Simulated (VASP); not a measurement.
# Te6Mo3H (a cell with a defect) in VASP: single point with PBE+D3(BJ)

Aim: the single point of Te6Mo3H (a cell with a defect) with PBE+D3(BJ).

Program: VASP 6.6.1. These are calculated values, not measurements. Logs are shortened: lines on timing, memory, paths and dates and some standing lists are left out, and cuts for length are marked.

## 1. The cell of the first run

The cell holds a defect, 10 atoms: a = 3.496 Å, b = 3.496 Å, c = 21.311 Å, α = 90.00°, β = 90.00°, γ = 120.00°.

## 2. Single point, PBE+D3(BJ)

Input file INCAR:

```
SYSTEM = Te6Mo3H
ALGO = Normal ; EDIFF = 1E-7
ENCUT = 520 ; GGA = PE
ISIF = 2 ; ISMEAR = 0
IVDW = 12 ; LASPH = .True.
LCHARG = .False. ; LREAL = .False.
LWAVE = .False. ; NBANDS = 50
NELM = 100 ; PREC = Accurate
SIGMA = 0.05
```

Input file KPOINTS:

```
k-points
0
Gamma
  9 9 1
  0 0 0
```

Input file POSCAR:

```
Te6Mo3H
1.0
    3.4959407812      0.0000000000      0.0000000000
   -1.7479703906      3.0275735266      0.0000000000
    0.0000000000      0.0000000000     21.3113513408
Te Mo H
6 3 1
Direct
    0.0000000000      0.0000000000      0.9147264527
    0.3333333333      0.6666666667      0.5934158068
    0.3333333333      0.6666666667      0.2359734255
    0.3333333333      0.6666666667      0.7640265745
    0.3333333333      0.6666666667      0.4065841932
    0.0000000000      0.0000000000      0.0852735473
    0.0000000000      0.0000000000      0.6786881624
    0.0000000000      0.0000000000      0.3213118376
    0.3333333333      0.6666666667      0.0000000000
    0.4489328076      0.2244664038      0.0023330459
```

Potentials or basis: VASP PAW PBE potentials, release 64 (Te, Mo_sv, H).

Launch:

```bash
> cat potpaw_PBE.64/Te/POTCAR potpaw_PBE.64/Mo_sv/POTCAR potpaw_PBE.64/H/POTCAR > POTCAR
> mpirun -np 1 vasp_std > vasp.out
```

OUTCAR:

```text
SYSTEM = Te6Mo3H
   EDIFF = 1E-7
   ENCUT = 520
   GGA = PE
   ISIF = 2
   ISMEAR = 0
   IVDW = 12
   LASPH = .True.
   LREAL = .False.
   NELM = 100
   PREC = Accurate
 IVDW          = 12

 ion  position               nearest neighbor table
   1  0.000  0.000  0.915-   9 2.72   9 2.72   9 2.72   6 3.63
   2  0.333  0.667  0.593-   7 2.72   7 2.72   7 2.72   4 3.64
   3  0.333  0.667  0.236-   8 2.72   8 2.72   8 2.72   5 3.64
   4  0.333  0.667  0.764-   7 2.72   7 2.72   7 2.72   2 3.64
   5  0.333  0.667  0.407-   8 2.72   8 2.72   8 2.72   3 3.64
   6  0.000  0.000  0.085-  10 2.23   9 2.72   9 2.72   9 2.72   1 3.63
   7  0.000  0.000  0.679-   2 2.72   2 2.72   2 2.72   4 2.72   4 2.72   4 2.72
   8  0.000  0.000  0.321-   5 2.72   5 2.72   5 2.72   3 2.72   3 2.72   3 2.72
   9  0.333  0.667  0.000-  10 1.78  10 1.78   6 2.72   1 2.72   1 2.72   6 2.72   1 2.72   6 2.72

  10  0.449  0.224  0.002-   9 1.78   9 1.78   6 2.23

  LATTYP: Found a hexagonal cell.
 ALAT       =     3.4959407812
 C/A-ratio  =     6.0960275573

  Lattice vectors:

 A1 = (   3.4959407812,   0.0000000000,   0.0000000000)
 A2 = (  -1.7479703906,   3.0275735266,   0.0000000000)
 A3 = (   0.0000000000,   0.0000000000,  21.3113513408)

Analysis of symmetry for initial positions (statically):
=====================================================================
 Subroutine PRICEL returns:
 Original cell was already a primitive cell.

 Routine SETGRP: Setting up the symmetry group for a
 hexagonal supercell.

 Subroutine GETGRP returns: Found  2 space group operations
 (whereof  2 operations were pure point group operations)
 out of a pool of 24 trial point group operations.

The static configuration has the point symmetry C_1h.

Analysis of symmetry for dynamics (positions and initial velocities):
=====================================================================
 Subroutine PRICEL returns:
 Original cell was already a primitive cell.

 Routine SETGRP: Setting up the symmetry group for a
 hexagonal supercell.

 Subroutine GETGRP returns: Found  2 space group operations
 (whereof  2 operations were pure point group operations)
 out of a pool of 24 trial point group operations.

The dynamic configuration has the point symmetry C_1h.

 Subroutine INISYM returns: Found  2 space group operations
 (whereof  2 operations are pure point group operations),
 and found     1 'primitive' translations

[... 116 lines left out ...]
   ISYM   =      2    0-nonsym 1-usesym 2-fastsym
   POTIM  = 0.5000    time-step for ionic-motion
   TEBEG  =    0.0;   TEEND  =   0.0 temperature during run
   PSTRESS=    0.0 pullay stress
   NELECT =      79.0000    total number of electrons
   NUPDOWN=      -1.0000    fix difference up-down
   EMIN   =  10.00;   EMAX   =-10.00  energy-range for DOS
   EFERMI =   0.00;   METHOD = LEGACY
   ISMEAR =     0;   SIGMA  =   0.05  broadening in eV -4-tet -1-fermi 0-gaus
   EFERMI_NEDOS =   21; number of points for ismear=-14 and -15
   IALGO  =     38    algorithm
   IMIX   =      4    mixing-type and parameters
     AMIX     =   0.40;   BMIX     =  1.00
     AMIX_MAG =   1.60;   BMIX_MAG =  1.00
  volume/ion in A,a.u.               =      22.56       152.22
  Fermi-wavevector in a.u.,A,eV,Ry     =   1.153968  2.180684 18.118106  1.331643
  Thomas-Fermi vector in A             =   2.290608
   LORBIT       =      0    0 simple, 1 ext, 2 COOP (PROOUT), +10 PAW based schemes
   GGA     = PE    functional components
   LHFCALC =     F    Hartree Fock is set to
   AEXX    =    0.0000 exact exchange contribution
   IVDW    =    12    specifies the selected vdW correction
   LEPSILON=     F    determine dielectric tensor
   LRPA    =     F    only Hartree local field effects (RPA)
 non-spin polarized calculation
 Gauss-broadening in eV      SIGMA  =   0.05
  energy-cutoff  :      520.00
  volume of cell :      225.56
 maximum number of plane-waves:      6151
 NGX is ok and might be reduce to    28
   NGX = 13   NGY = 13   NGZ = 79

 number of electron      79.0000003 magnetization

 Free energy of the ion-electron system (eV)
  ---------------------------------------------------
  ext. energy  EPLUGINS =         0.00000000
  ---------------------------------------------------
  free energy    TOTEN  =       -56.12809863 eV

  energy without entropy =      -56.12438580  energy(sigma->0) =      -56.12624222

 E-fermi :   8.8337     XC(G=0): -10.4349

 val. band max:        8.8024945289   @ k =  -0.1111  -0.4444   0.0000
 cond. band min:       8.8449258051   @ k =   0.2222   0.1111   0.0000
 fundamental gap:      0.0424312761
 Fermi energy:         8.8336672385

 k-point     1 :       0.0000    0.0000    0.0000
  band No.  band energies     occupation
      1     -52.7495      2.00000
      2     -52.4868      2.00000
      3     -52.4762      2.00000
      4     -26.9722      2.00000
      5     -26.8966      2.00000
      6     -26.7884      2.00000
[... 1261 lines left out ...]
     49      11.4672      0.00000
     50      11.4942      0.00000

 [... further k-points ...]

------------------------ aborting loop because EDIFF is reached ----------------------------------------

 Edisp (eV)   -4.99414

 E8    (eV) :    -2.2786

  FORCE on cell =-STRESS in cart. coord.  units (eV):
  Direction    XX          YY          ZZ          XY          YZ          ZX
  --------------------------------------------------------------------------------------
  -------------------------------------------------------------------------------------
  Total       2.83057     3.14598     4.59083    -0.27316    -0.05553    -0.09617
  in kB      20.10549    22.34588    32.60860    -1.94023    -0.39440    -0.68312
  external pressure =       25.02 kB  Pullay stress =        0.00 kB

 VOLUME and BASIS-vectors are now :
 -----------------------------------------------------------------------------
  energy-cutoff  :      520.00
  volume of cell :      225.56
      direct lattice vectors                 reciprocal lattice vectors
     3.495940781  0.000000000  0.000000000     0.286046035  0.165148755  0.000000000
    -1.747970391  3.027573527  0.000000000     0.000000000  0.330297511  0.000000000
     0.000000000  0.000000000 21.311351341     0.000000000  0.000000000  0.046923350

 POSITION                                       TOTAL-FORCE (eV/Angst)
 -----------------------------------------------------------------------------------
      0.00000      0.00000     19.49406        -0.433535     -0.250302     -1.309806
     -0.00000      2.01838     12.64649        -0.004372     -0.002524     -0.027734
     -0.00000      2.01838      5.02891         0.006117      0.003532     -0.049873
     -0.00000      2.01838     16.28244         0.004916      0.002838      0.048652
     -0.00000      2.01838      8.66486        -0.004444     -0.002566      0.029531
      0.00000      0.00000      1.81729        -0.515158     -0.297426      1.390069
      0.00000      0.00000     14.46376         0.007585      0.004379      0.012635
      0.00000      0.00000      6.84759         0.008209      0.004739     -0.016097
     -0.00000      2.01838      0.00000         0.077838      0.044940      0.008681
      1.17708      0.67959      0.04972         0.852844      0.492390     -0.086058
 -----------------------------------------------------------------------------------
    total drift:                                0.000037      0.000021     -0.000040

  FREE ENERGIE OF THE ION-ELECTRON SYSTEM (eV)
  ---------------------------------------------------
  free  energy   TOTEN  =       -61.1222392900 eV

  energy  without entropy=      -61.1185264577  energy(sigma->0) =      -61.12038287
```

OSZICAR:

```text
N       E                     dE             d eps       ncg     rms          rms(c)
DAV:   1     0.647533663106E+03    0.64753E+03   -0.40168E+04  2812   0.141E+03
DAV:   2    -0.179700754905E+02   -0.66550E+03   -0.64381E+03  3038   0.341E+02
DAV:   3    -0.570447046419E+02   -0.39075E+02   -0.37810E+02  3046   0.723E+01
[... 14 lines left out ...]
DAV:  18    -0.561281001044E+02    0.68028E-06   -0.31771E-06  3080   0.685E-03    0.346E-02
DAV:  19    -0.561280992288E+02    0.87564E-06   -0.27854E-06  3056   0.754E-03    0.152E-02
DAV:  20    -0.561280988858E+02    0.34298E-06   -0.78439E-07  2904   0.365E-03    0.700E-03
DAV:  21    -0.561280986964E+02    0.18937E-06   -0.22159E-07  2208   0.177E-03    0.252E-03
DAV:  22    -0.561280986341E+02    0.62362E-07   -0.32676E-08  1428   0.723E-04
   1 F= -.61122239E+02 E0= -.61120383E+02  d E =-.371283E-02
```

stdout:

```text
POSCAR found type information on POSCAR TeMoH
 POSCAR found :  3 types and      10 ions
 scaLAPACK will be used
 LDA part: xc-table for (Slater+PW92), standard interpolation
 POSCAR, INCAR and KPOINTS ok, starting setup
 FFT: planning ... GRIDC
 FFT: planning ... GRID_SOFT
 FFT: planning ... GRID
 WAVECAR not read
 entering main loop
```

Wall time 5.5 min (1 thread of AMD EPYC 9R45 (Zen 5), shared host); peak memory 0.46 GiB.

What came out:

```yaml
Free_energy: -61.1222 eV
Pressure: 2.5 GPa
Largest_force: 1.512 eV/Å
Band_gap_on_the_k_mesh: zero (an odd number of electrons rules out a gap without spin polarisation)
Dispersion_energy_per_atom: -0.499 eV
```

Forces on the atoms (eV/Å):
```
Te  -0.434 -0.250 -1.310
Te  -0.004 -0.003 -0.028
Te   0.006  0.004 -0.050
Te   0.005  0.003  0.049
Te  -0.004 -0.003  0.030
Te  -0.515 -0.297  1.390
Mo   0.008  0.004  0.013
Mo   0.008  0.005 -0.016
Mo   0.078  0.045  0.009
H    0.853  0.492 -0.086
```

Caveat: spin-orbit coupling is left out, which moves the levels of the heavy elements.
